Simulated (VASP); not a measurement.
Ti, 2 atoms in the cell. It takes space group P6_3/mmc (No. 194, hexagonal). The conventional cell has a = 2.950 Å, b = 2.950 Å, c = 4.680 Å, α = 90.00°, β = 90.00°, γ = 120.00°. Ti (site symmetry -6m2) has 12 Ti at 2.89 to 2.95 Å within 3.8 Å. 

* Program: VASP 6.6.1
* Task: relaxation of cell and atoms
* Functional: LDA
* Potentials or basis: VASP PAW LDA potentials, release 64 (Ti_sv)
* Cutoff: 600 eV
* k mesh: 20 × 20 × 12
* Occupations: gaussian, width 0.3 eV
* Spin: no spin polarisation
* Dipole correction: no
* Further INCAR settings: ALGO = Normal; EDIFF = 1e-06; IBRION = 2; EDIFFG = -0.002; NSW = 80; ISIF = 3

Potentials or basis: VASP PAW LDA potentials, release 64 (Ti_sv).

The run is started by

```sh
$ cat potpaw_LDA.64/Ti_sv/POTCAR > POTCAR
$ mpirun -np 1 vasp_std > vasp.out
```

Hardware: 1 thread of Intel(R) Xeon(R) 6975P-C (Granite Rapids), on a shared host.

Task: How long does it take, and how much memory?

Result: Wall time 3.7 min on 1 thread of Intel(R) Xeon(R) 6975P-C (Granite Rapids) (shared host), peak memory 0.29 GiB. Counts: scf iterations 49, k points 308, ion steps 5.
